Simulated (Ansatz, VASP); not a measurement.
Two plane-wave programs on AsSe4

```
As Se
1.0
     4.05008   -3.66517    0.00000
     4.05008    3.66517    0.00000
     0.00000    0.00000    3.85752
As Se
1 4
Direct
  0.00000 0.00000 0.00000
  0.74519 0.25481 0.50000
  0.25481 0.74519 0.50000
  0.32980 0.32980 0.00000
  0.67020 0.67020 0.00000
```

Change from the starting cell: species swapped into the OsCl4 type (Cmmm, No. 65).

Alike in both runs: functional PBE; k mesh 4 × 4 × 6; occupations gaussian, width 0.1 eV; no spin polarisation.

Ansatz relaxed the structure, and its values are those at the end. VASP's run is a single point on that final structure, the one shown.

```csv
,VASP,Ansatz
version,VASP 6.6.1,Ansatz 0.2.0
potentials or method,"VASP PAW PBE potentials, release 64 (As, Se), cutoff 520 eV","scalar-relativistic, plane waves, PAW"
valence electrons in the cell,29,79
```

|  | VASP | Ansatz | Ansatz less VASP |
| --- | --- | --- | --- |
| gap on the k mesh at the Fermi level (eV) | none | none | - |
| pressure (GPa) | 0.1 | 0.0 | -0.04 |
| rms of the force components (eV/Å) | 0.011 | 0.010 | -0.0015 |

A gap of «none» marks a metal or a gap that the smearing closes. VASP's potentials hold 29 valence electrons a cell and Ansatz's 79, so a difference there can come from the potentials and not from the codes.
